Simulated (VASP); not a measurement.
Set up this calculation in VASP 6.6.1, as the native input.

- Task: single point
- Functional: PBEsol
- Potentials or basis: VASP PAW PBE potentials, release 64 (In_d)
- Cutoff: 520 eV
- k mesh: 14 × 14 × 4
- Occupations: gaussian, width 0.1 eV
- Spin: no spin polarisation
- Dipole correction: no
- Further INCAR settings: ALGO = Fast; EDIFF = 1e-06; NBANDS = 34

The structure of In lies in POSCAR:

```
In
1.0
    3.2428800377     -0.0111006847     -0.0079050331
   -1.6310534938      2.8028676426     -0.0078749709
   -0.0253793146     -0.0438468159     10.5528270269
In
4
Direct
    0.0000000000      0.0000000000      0.0000000000
    0.2726515167      0.7273484833      0.2500000000
    0.0000000000      0.0000000000      0.5000000000
    0.7273484833      0.2726515167      0.7500000000
```

This cell differs from its parent crystal: strained and its atoms moved.

The input as run:

INCAR

```
SYSTEM = In
PREC = Accurate ; ENCUT = 520
EDIFF = 1E-6 ; ISMEAR = 0
SIGMA = 0.1 ; LREAL = .FALSE.
LASPH = .TRUE. ; NELM = 100
ALGO = Fast ; ISIF = 2
LWAVE = .FALSE. ; LCHARG = .TRUE.
GGA = PS ; LELF = .TRUE.
LVHAR = .TRUE. ; NBANDS = 34
```

KPOINTS

```
Automatic mesh
0
G
  14 14 4
  0 0 0
```

Potentials or basis: VASP PAW PBE potentials, release 64 (In_d).

Command:

```console
$ cat potpaw_PBE.64/In_d/POTCAR > POTCAR
$ mpirun -np 1 vasp_std > vasp.out
```

Results of the run:

```
Pressure               : 3.9 GPa
Largest force          : 0.119 eV/Å
Band gap on the k mesh : zero (bands 26 and 27 overlap by 5.41 eV)
```

Caveat: the cell differs from its parent crystal (strained and its atoms moved); the cell stands under pressure; the PAW data sets were made with another functional, which shifts forces and pressure a little; spin-orbit coupling is left out, which moves the levels of the heavy elements.

Run time: 16 min on 1 thread of AMD EPYC 9R45 96-Core Processor (Zen 5), with other jobs on the host, peak memory 0.87 GiB.
